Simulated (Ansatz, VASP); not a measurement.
**Two plane-wave programs on HfH2**

```xyz
3
Lattice="-1.7390 1.7390 2.2023 1.7390 -1.7390 2.2023 1.7390 1.7390 -2.2023" Properties=species:S:1:pos:R:3 pbc="T T T"
Hf    0.0000    0.0000    0.0000
H     0.0000    1.7390    1.1012
H     1.7390    0.0000    1.1012
```

Change from the starting cell: zz strain of +1 %, PAW files.

Alike in both runs: task electric field gradients; functional LDA; k mesh 12 × 12 × 12; occupations fermi-dirac, width 0.03 eV; no spin polarisation.

|  | VASP | Ansatz |
| --- | --- | --- |
| version | VASP 6.6.1 | Ansatz 0.2.0 |
| potentials or method | VASP PAW LDA potentials, release 64 (Hf_pv, H) | PAW with Ansatz's default frozen-core files, scalar-relativistic |
| plane-wave cutoff (eV) | 520 | 420 |
| valence electrons in the cell | 12 | 28 |

VASP gave:

- pressure (GPa): -9.7
- traceless stress, the component that is largest in VASP (GPa): -0.87
- size of Vzz on the site where it differs most (V/Å²): 24.8

Problem. Estimate Ansatz's values.

Solution. Pressure (GPa): -9.6; traceless stress, the component that is largest in VASP (GPa): -0.89; size of Vzz on the site where it differs most (V/Å²): 31.4.

LDA's correlation is that of Perdew and Zunger in VASP and of Perdew and Wang (1992) in Ansatz. VASP's potentials hold 12 valence electrons a cell and Ansatz's 28, so a difference there can come from the potentials and not from the codes.

Spin-orbit coupling is off throughout.
